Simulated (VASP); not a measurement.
## Ir: electric field gradients with PBE

Crystal: Ir.

```
Ir
1.0
     0.00000    2.62722    2.62722
     2.62722    0.00000    2.62722
     2.62722    2.62722    0.00000
Ir
2
Direct
  0.85250 0.88250 0.88250
  0.14750 0.11750 0.11750
```

This cell differs from its parent crystal: shortest bond scaled by 0.94.

```json
{
 "Program": "VASP 6.6.1",
 "Task": "electric field gradients",
 "Functional": "PBE",
 "Potentials or basis": "VASP PAW PBE potentials, release 64 (Ir)",
 "Cutoff": "520 eV",
 "k mesh": "10 × 10 × 10",
 "Occupations": "fermi-dirac, width 0.05 eV",
 "Spin": "no spin polarisation",
 "Dipole correction": "no",
 "Further INCAR settings": "ALGO = Normal; EDIFF = 1e-08; NBANDS = 16"
}
```

- Pressure: 50.0 GPa
- Largest force: 4.255 eV/Å
- Band gap on the k mesh: zero (band 9 reaches 8.55 eV, above the bottom of band 10 at 6.80 eV)

Forces in eV/Å, atoms in the order of the input:
```
Ir  -2.457  2.457  2.457
Ir   2.457 -2.457 -2.457
```

Stress tensor (GPa, compression positive):
```
 49.96 -14.78 -14.78
-14.78  49.96  14.78
-14.78  14.78  49.96
```

Levels at points of the mesh, in eV from the Fermi level:
```
           k point  band 7  band 8  band 9  band 10  band 11  band 12
(0.00, 0.00, 0.00)   -2.44   -2.07   -2.07     1.10     1.10    11.19
(0.50, 0.00, 0.00)   -2.56   -1.35   -1.35     1.19     1.19     2.46
(0.00, 0.50, 0.00)   -2.56   -1.41   -0.90     0.03     0.24     1.67
(0.50, 0.50, 0.00)   -3.44   -2.71    0.68     0.96     2.22     2.30
```

Electric field gradients, principal values (V/Å²):
```
atom   least  middle  greatest (by size)
1 Ir  17.399  17.399             -34.798
2 Ir  17.399  17.399             -34.798
```

It took 100 s on 1 thread of AMD EPYC 9R45, on a shared host, peak memory 0.17 GiB.

Caveat: the cell differs from its parent crystal (shortest bond scaled by 0.94); without QUAD_EFG the Cq values of the log hold for a quadrupole moment of 1 mb, not for the nuclei; spin-orbit coupling is left out, which moves the levels of the heavy elements; forces of over 1 eV/Å act on the atoms, so gaps and moduli don't describe the material at rest.
